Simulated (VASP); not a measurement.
Here is a VASP 6.6.1 calculation.

INCAR

```
SYSTEM = K2S
  PREC = Accurate
  ENCUT = 500
  EDIFF = 1E-6
  ISMEAR = 0
  SIGMA = 0.01
  LREAL = .False.
  LASPH = .True.
  NELM = 120
  ALGO = Normal
  ISIF = 2
  LWAVE = .False.
  LCHARG = .False.
  GGA = PE
  NBANDS = 19
  GGA_COMPAT = .False.
```

The input KPOINTS:

```
regular mesh
0
Gamma
  2 2 2
  0 0 0
```

The input POSCAR:

```
K2S
1.0
    0.0000000000      3.7027186978      3.7027186978
    3.7027186978      0.0000000000      3.7027186978
    3.7027186978      3.7027186978      0.0000000000
K S
2 1
Direct
    0.2500000000      0.2500000000      0.2500000000
    0.7500000000      0.7500000000      0.7500000000
    0.0000000000      0.0000000000      0.0000000000
```

Potentials or basis: VASP PAW PBE potentials, release 64 (K_sv, S).

The run is started by

```sh
$ cat potpaw_PBE.64/K_sv/POTCAR potpaw_PBE.64/S/POTCAR > POTCAR
$ mpirun -np 1 vasp_std > vasp.out
```

Question: What does it give for the band gap on the k mesh?

Answer: 2.35 eV, indirect (least direct gap 2.55 eV).

Question: What does it give for the pressure?

Answer: 0.5 GPa.

Caveat: the k points lie up to 0.73 Å⁻¹ apart. A k mesh can miss the band edges.
